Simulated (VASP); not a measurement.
A run of VASP 6.6.1 is set up as follows.

Contents of INCAR:

```
SYSTEM = Mo
PREC = Accurate
ENCUT = 600
EDIFF = 1E-7
ISMEAR = -1
SIGMA = 0.1
LREAL = .False.
LASPH = .True.
NELM = 80
ALGO = Normal
ISIF = 3
LWAVE = .False.
LCHARG = .False.
GGA = RE
IBRION = 2
NSW = 80
EDIFFG = -0.01
```

File KPOINTS:

```
regular mesh
0
Gamma
  13 13 7
  0 0 0
```

The input POSCAR:

```
Mo
1.0
    2.8039216218      0.0000000000      0.0000000000
   -1.4019608109      2.4282673547      0.0000000000
    0.0000000000      0.0000000000      4.5788040084
Mo
2
Direct
    0.3333333333      0.6666666667      0.2500000000
    0.6666666667      0.3333333333      0.7500000000
```

Potentials or basis: VASP PAW PBE potentials, release 64 (Mo_sv).

The run is started by

```console
$ cat potpaw_PBE.64/Mo_sv/POTCAR > POTCAR
$ mpirun -np 1 vasp_std > vasp.out
```

(1) What does it give for the relaxed volume?

(2) Predict the relaxed cell.

(3) Predict the space group after relaxing (to 0.1 Å).

Answers

(1) 16.31 Å³/atom.

(2) a = 2.769 Å, b = 2.769 Å, c = 4.910 Å, α = 90.00°, β = 90.00°, γ = 120.00°.

(3) P6_3/mmc (No. 194).

Caveat: the PAW data sets were made with another functional, which shifts forces and pressure a little.
